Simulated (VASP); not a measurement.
Set up this calculation in VASP 6.6.1, as the native input.

| Quantity | Value |
| --- | --- |
| Task | relaxation of cell and atoms |
| Functional | PBEsol |
| Potentials or basis | VASP PAW PBE potentials, release 64 (Mg) |
| Cutoff | 600 eV |
| k mesh | 10 × 10 × 5 |
| Occupations | fermi-dirac, width 0.05 eV |
| Spin | no spin polarisation |
| Dipole correction | no |
| Further INCAR settings | ALGO = Normal; EDIFF = 1e-07; IBRION = 2; EDIFFG = -0.01; NSW = 60; ISIF = 3 |

The structure of Mg lies in POSCAR:

```
Mg
1.0
    3.2093000000      0.0000000000      0.0000000000
   -1.6046500000      2.7793353284      0.0000000000
    0.0000000000      0.0000000000      5.2103000000
Mg
2
Direct
    0.6666666667      0.3333333333      0.7500000000
    0.3333333333      0.6666666667      0.2500000000
```

These files were run (other wordings do the same):

INCAR

```
  PREC = Accurate
  ENCUT = 600
  EDIFF = 1E-7
  ISMEAR = -1
  SIGMA = 0.05
  LREAL = False
  LASPH = True
  NELM = 120
  ALGO = Normal
  ISIF = 3
  LWAVE = False
  LCHARG = False
  GGA = PS
  IBRION = 2
  NSW = 60
  EDIFFG = -0.01
  GGA_COMPAT = False
  NELMIN = 4
```

KPOINTS

```
Automatic mesh
0
Gamma
  10 10 5
```

Potentials or basis: VASP PAW PBE potentials, release 64 (Mg).

Run with:

```bash
$ cat potpaw_PBE.64/Mg/POTCAR > POTCAR
$ mpirun -np 1 vasp_std > vasp.out
```

It gave:

```json
{
  "Relaxed volume": "22.55 Å³/atom",
  "Relaxed cell": "a = 3.147 Å, b = 3.147 Å, c = 5.258 Å, α = 90.00°, β = 90.00°, γ = 120.00°",
  "Space group after relaxing (to 0.05 Å)": "P6_3/mmc (No. 194)",
  "Energy gained by relaxing": "4.8 meV/atom",
  "Ionic steps": "7",
  "Pressure after relaxing": "0.0 GPa",
  "Band gap on the k mesh": "zero (band 2 reaches 3.24 eV, above the bottom of band 3 at 1.18 eV)"
}
```

Caveat: the PAW data sets were made with another functional, which shifts forces and pressure a little.

It took 52 s on 1 thread of Intel(R) Xeon(R) Platinum 8488C (Sapphire Rapids), on a shared host, peak memory 0.18 GiB.
